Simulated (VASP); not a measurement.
Crystal: Be2GeN2.

```xyz
5
Lattice="3.1573 0.0000 0.0000 0.0000 3.1573 0.0000 0.0000 0.0000 4.4650" Properties=species:S:1:pos:R:3 pbc="T T T"
Be    0.0000    0.0000    2.2325
Be    1.5786    1.5786    0.0000
Ge    0.0000    0.0000    0.0000
N     1.5786    0.0000    3.3488
N     0.0000    1.5786    1.1163
```

| Quantity | Value |
| --- | --- |
| Program | VASP 6.6.1 |
| Task | relaxation of cell and atoms |
| Functional | PBE |
| Potentials or basis | VASP PAW PBE potentials, release 64 (Be, Ge_d, N) |
| Cutoff | 600 eV |
| k mesh | 6 × 6 × 4 |
| Occupations | gaussian, width 0.1 eV |
| Spin | no spin polarisation |

At the start: pressure 34.1 GPa; volume 8.90 Å³/atom.

**Question.** How do energy, volume and symmetry change on relaxing?

**Answer.** Over 12 steps the energy falls by 284.8 meV/atom and the volume is 11.05 Å³/atom (+24.1 %); space group P-4m2 (No. 115, to 0.05 Å).

The path:
```csv
step,energy change (eV),largest force (eV/Å),pressure (GPa),volume (Å³)
1,0.0000,1.5080,34.13,44.51
2,-0.9547,0.7402,-7.97,57.83
3,-1.0585,0.4215,-1.07,54.21
4,-1.0586,0.3962,-0.50,54.00
5,-1.1578,0.6757,-0.73,54.09
6,-1.3346,0.7815,-0.38,54.10
7,-1.3371,0.8539,-0.58,54.13
8,-1.3394,0.8268,-0.45,54.12
9,-1.3834,0.2424,1.79,53.93
10,-1.3834,0.2465,1.76,53.93
11,-1.4227,0.0310,0.55,54.96
12,-1.4242,0.0228,0.29,55.23
```

Final structure:
```cif
data_structure
_symmetry_space_group_name_H-M 'P 1'
_symmetry_Int_Tables_number 1
_cell_length_a 3.5660
_cell_length_b 3.5660
_cell_length_c 4.3430
_cell_angle_alpha 90.000
_cell_angle_beta 90.000
_cell_angle_gamma 90.000
_cell_volume 55.23
loop_
_atom_site_label
_atom_site_type_symbol
_atom_site_fract_x
_atom_site_fract_y
_atom_site_fract_z
_atom_site_occupancy
Be1 Be 0.00000 0.00000 0.50000 1
Be2 Be 0.50000 0.50000 0.00000 1
Ge1 Ge 0.00000 0.00000 0.00000 1
N1 N 0.50000 0.00000 0.77433 1
N2 N 0.00000 0.50000 0.22567 1
```

Caveat: the volume moved by over 15 % at a fixed basis, so the end points are rough.
